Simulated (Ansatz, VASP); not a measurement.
Two plane-wave programs on Lu

POSCAR

```
Lu
1.0
    3.5048186286      0.0000000000      0.0000000000
   -1.7524093143      3.0352619680      0.0000000000
    0.0000000000      0.0000000000      5.4696750779
Lu
2
Direct
    0.3333333333      0.6666666667      0.2500000000
    0.6666666667      0.3333333333      0.7500000000
```

File INCAR.step1:

```
SYSTEM = Lu
PREC = Accurate
ENCUT = 520
ISMEAR = 1
SIGMA = 0.3
LREAL = .False.
LASPH = .True.
NELM = 60
NBANDS = 32
GGA = PE
ALGO = Normal
EDIFF = 1E-4
LWAVE = .True.
LCHARG = .False.
```

The input INCAR.step2:

```
SYSTEM = Lu
PREC = Accurate
ENCUT = 520
EDIFF = 1E-7
ISMEAR = 1
SIGMA = 0.3
LREAL = .False.
LASPH = .True.
NELM = 60
ALGO = Normal
ISIF = 2
LWAVE = .False.
LCHARG = .True.
METAGGA = R2SCAN
LMIXTAU = .True.
LELF = .True.
LVHAR = .True.
NBANDS = 32
ISTART = 1
```

The input KPOINTS:

```
Automatic mesh
0
Gamma
  10 10 6
  0 0 0
```

Input for Ansatz:

```yaml
crystal:
  lattice:
    - [3.5048186286, 0.0, 0.0]
    - [-1.7524093143, 3.035261968, 0.0]
    - [0.0, 0.0, 5.4696750779]
  atoms:
    - { symbol: Lu, position: [0.3333333333, 0.6666666667, 0.25] }
    - { symbol: Lu, position: [0.6666666667, 0.3333333333, 0.75] }
hamiltonian:
  xc: r2scan
  pseudopotentials:
    kind: paw
    azcp:
      Lu: "pseudopotentials/Lu.paw.azcp"
basis:
  ecutwfc: 500
  fft_grid_basis: typed
kpoints:
  mp_grid: { grid: [10, 10, 6], shift: [0, 0, 0] }
magnetization:
  spin_polarized: false
scf:
  occupations: { method: methfessel_paxton, width: 0.3 }
  lower_state_search: "off"
output:
  stress: true
  write_density: true
  write_potential: true
  elf: true
  volumetric_format: npy
```

Alike in both runs: task single point; functional r2SCAN; k mesh 10 × 10 × 6; occupations methfessel-paxton of order 1, width 0.3 eV; no spin polarisation.

|  | VASP | Ansatz |
| --- | --- | --- |
| version | VASP 6.6.1 | Ansatz 0.2.0 |
| potentials or method | VASP PAW PBE potentials, release 64 (Lu), cutoff 520 eV | plane waves (500 eV) with PAW, scalar-relativistic |
| valence electrons in the cell | 50 | 50 |

Ansatz gave:

| Item | Value |
| --- | --- |
| pressure (GPa) | -0.1 |
| traceless stress, the component that is largest in VASP (GPa) | -0.13 |

**Question.** Estimate VASP's values.

**Answer.** Pressure (GPa): 0.2; traceless stress, the component that is largest in VASP (GPa): -0.09.

VASP's potentials were made for PBE, not for r2SCAN.

Spin-orbit coupling is off throughout.
